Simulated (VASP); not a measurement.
Set up this calculation in VASP 6.6.1, as the native input.

| Property | Result |
| --- | --- |
| Task | single point |
| Functional | PBE |
| Potentials or basis | VASP PAW PBE potentials, release 64 (Si, W_sv) |
| Cutoff | 520 eV |
| k mesh | 18 × 18 × 18 |
| Occupations | gaussian, width 0.1 eV |
| Spin | no spin polarisation |
| Dipole correction | no |
| Further INCAR settings | ALGO = Fast; EDIFF = 1e-06; NBANDS = 18 |

The structure of Si2W lies in POSCAR:

```
Si2W
1.0
   -1.6547421000      1.6547421000      4.0004790000
    1.6547421000     -1.6547421000      4.0004790000
    1.6547421000      1.6547421000     -4.0004790000
Si W
2 1
Direct
    0.2941438810      0.2941438810      0.0000000000
    0.7058561190      0.7058561190      0.0000000000
    0.0000000000      0.0000000000      0.0000000000
```

This cell differs from its parent crystal: strained and its atoms moved.

The input as run:

INCAR

```
SYSTEM = Si2W
  PREC = Accurate
  ENCUT = 520
  EDIFF = 1E-6
  ISMEAR = 0
  SIGMA = 0.1
  LREAL = .False.
  LASPH = .True.
  NELM = 100
  ALGO = Fast
  ISIF = 2
  LWAVE = .False.
  LCHARG = .False.
  GGA = PE
  NBANDS = 18
```

KPOINTS

```
regular mesh
0
Gamma
  18 18 18
  0 0 0
```

Potentials or basis: VASP PAW PBE potentials, release 64 (Si, W_sv).

Run with:

```console
$ cat potpaw_PBE.64/Si/POTCAR potpaw_PBE.64/W_sv/POTCAR > POTCAR
$ mpirun -np 1 vasp_std > vasp.out
```

Results of the run:

The pressure is -1.5 GPa and the largest force is 4.720 eV/Å. The band gap on the k mesh is zero (bands 11 and 12 overlap by 2.19 eV).

Caveat: the cell differs from its parent crystal (strained and its atoms moved); the stress differs along the axes, from -9 to 13 GPa; spin-orbit coupling is left out, which moves the levels of the heavy elements; forces of over 1 eV/Å act on the atoms, so gaps and moduli don't describe the material at rest.

It took 12 min on 1 thread of Oxide Virtual Turin-like Processor, on a shared host, peak memory 0.45 GiB.
